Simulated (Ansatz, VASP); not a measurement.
Two plane-wave programs on LiF

```
Li F
1.0
     3.14313    0.08512    0.00000
    -1.49784    2.76458    0.00000
     0.00000    0.00000    4.72512
Li F
2 2
Cartesian
  0.0478 1.8722 1.8549
  1.5975 0.9775 4.2174
  0.0793 1.8540 4.6422
  1.5660 0.9957 2.2796
```

Alike in both runs: task single point; functional PBEsol; k mesh 9 × 9 × 6; occupations gaussian, width 0.02 eV; no spin polarisation.

|  | VASP | Ansatz |
| --- | --- | --- |
| version | VASP 6.6.1 | Ansatz 0.2.0 |
| potentials or method | VASP PAW PBE potentials, release 64 (Li_sv, F), cutoff 520 eV | scalar-relativistic, plane waves, PAW |
| valence electrons in the cell | 20 | 20 |

|  | VASP | Ansatz | Ansatz less VASP |
| --- | --- | --- | --- |
| gap on the k mesh at the Fermi level (eV) | 7.22 | 7.23 | +0.010 |
| least direct gap on the mesh (eV) | 7.22 | 7.23 | +0.010 |
| rms of the force components (eV/Å) | 0.207 | 0.196 | -0.0112 |

VASP's potentials were made for PBE, not for PBEsol. Atom by atom the forces differ by 0.012 eV/Å (rms over components). Ansatz's warnings: structure snapped to symmetry.

Noted on VASP's run: the cutoff is short for stress, so the pressure is rough.
